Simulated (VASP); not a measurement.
The system is Al.

```
Al
1.0
     0.00000    2.02481    2.02481
     2.02481    0.00000    2.02481
     2.02481    2.02481    0.00000
Al
1
Direct
  0.00000 0.00000 0.00000
```

* Program: VASP 6.6.1
* Task: relaxation of cell and atoms
* Functional: r2SCAN
* Dispersion: rVV10
* Potentials or basis: VASP PAW PBE potentials, release 64 (Al)
* Cutoff: 600 eV
* k mesh: 11 × 11 × 11
* Occupations: fermi-dirac, width 0.05 eV
* Spin: no spin polarisation

At the start: pressure -3.9 GPa; volume 16.60 Å³/atom.

Question: Where does the relaxation end?

Answer: Over 3 steps the energy falls by 9.8 meV/atom and the volume is 15.84 Å³/atom (-4.6 %); space group Fm-3m (No. 225, to 0.05 Å).

The path:
| step | energy change (eV) | largest force (eV/Å) | pressure (GPa) | volume (Å³) |
| --- | --- | --- | --- | --- |
| 1 | 0.0000 | 0.0000 | -3.91 | 16.60 |
| 2 | -0.0091 | 0.0000 | 1.18 | 15.65 |
| 3 | -0.0098 | 0.0000 | 0.03 | 15.84 |

Final structure:
```xyz
1
Lattice="0.0000 1.9933 1.9933 1.9933 0.0000 1.9933 1.9933 1.9933 0.0000" Properties=species:S:1:pos:R:3 pbc="T T T"
Al    0.0000    0.0000    0.0000
```

The cell as given is a measured one (16.60 Å³/atom); r2SCAN+rVV10 puts the equilibrium volume -4.6 % from it, thermal expansion not counted.

Caveat: the PAW data sets were made with another functional, which shifts forces and pressure a little.
